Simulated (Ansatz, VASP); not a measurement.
**Li6HBr3: VASP beside Ansatz**

```
CELL_PARAMETERS angstrom
0.00000 4.38325 4.38325
4.38325 0.00000 4.38325
4.38325 4.38325 0.00000
ATOMIC_POSITIONS crystal
Li 0.64900 0.35100 0.35100
Li 0.35100 0.64900 0.35100
Li 0.35100 0.64900 0.64900
Li 0.64900 0.35100 0.64900
Li 0.35100 0.35100 0.64900
Li 0.64900 0.64900 0.35100
H 0.50000 0.50000 0.50000
Br 0.25000 0.25000 0.25000
Br 0.75000 0.75000 0.75000
Br 0.00000 0.00000 0.00000
```

Alike in both runs: task single point; functional PBE; k mesh 7 × 7 × 7; no spin polarisation.

|  | VASP | Ansatz |
| --- | --- | --- |
| version | VASP 6.6.1 | Ansatz 0.2.0 |
| potentials or method | VASP PAW PBE potentials, release 64 (Li_sv, H, Br), cutoff 520 eV | PAW plane waves |
| occupations | fermi-dirac, width 0.1 eV | fermi-dirac |
| valence electrons in the cell | 40 | 40 |

VASP gave:

* rms of the force components (eV/Å): 4.124

Estimate Ansatz's values.

rms of the force components (eV/Å): 4.097.

Atom by atom the forces differ by 0.027 eV/Å (rms over components).

Noted on VASP's run: the cutoff is short for stress, so the pressure is rough.
